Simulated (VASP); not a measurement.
**Ni: single point with revPBE**

The system is Ni.

```
Ni
1.0
     2.50552    0.00000    0.00000
    -1.25276    2.16984    0.00000
     0.00000    0.00000    8.20088
Ni
4
Direct
  0.00000 0.00000 0.00000
  0.00000 0.00000 0.50000
  0.33333 0.66667 0.25000
  0.66667 0.33333 0.75000
```

- Program: VASP 6.6.1
- Task: single point
- Functional: revPBE
- Potentials or basis: VASP PAW PBE potentials, release 64 (Ni)
- Cutoff: 520 eV
- k mesh: 16 × 16 × 5
- Occupations: fermi-dirac, width 0.05 eV
- Spin: collinear spin, ferromagnetic start
- Starting moments: [-0.696, -0.696, -0.705, -0.705] μB
- Dipole correction: no
- Further INCAR settings: ALGO = Normal; EDIFF = 1e-06; NBANDS = 32

```json
{"Pressure": "-0.2 GPa", "Net moment": "-2.48 μB per cell", "Site moments": "Ni -0.63, -0.64 μB", "Valence electrons inside the program's atomic spheres": "Ni 9.26"}
```

Stress tensor (GPa, compression positive):
```
-0.30  0.00  0.00
 0.00 -0.30  0.00
 0.00  0.00  0.15
```

Levels at points of the mesh, in eV from the Fermi level:
Spin up:
| k point | band 15 | band 16 | band 17 | band 18 | band 19 | band 20 | band 21 | band 22 |
| --- | --- | --- | --- | --- | --- | --- | --- | --- |
| (0.00, 0.00, 0.00) | -1.39 | -0.84 | -0.84 | -0.53 | -0.53 | -0.37 | -0.28 | -0.28 |
| (0.50, 0.00, 0.00) | 0.14 | 0.16 | 0.20 | 0.27 | 0.30 | 0.30 | 0.33 | 1.29 |
Spin down:
| k point | band 17 | band 18 | band 19 | band 20 | band 21 | band 22 | band 23 | band 24 | band 25 | band 26 |
| --- | --- | --- | --- | --- | --- | --- | --- | --- | --- | --- |
| (0.00, 0.00, 0.00) | -1.44 | -1.19 | -1.19 | -0.98 | -0.98 | -0.66 | -0.66 | -0.28 | 5.47 | 14.11 |
| (0.50, 0.00, 0.00) | -0.57 | -0.54 | -0.54 | -0.52 | 0.23 | 1.31 | 2.21 | 2.77 | 6.31 | 6.32 |

It took 7 min on 1 thread of Oxide Virtual Turin-like Processor, with other jobs on the host, peak memory 0.26 GiB.

Caveat: the PAW data sets were made with another functional, which shifts forces and pressure a little.
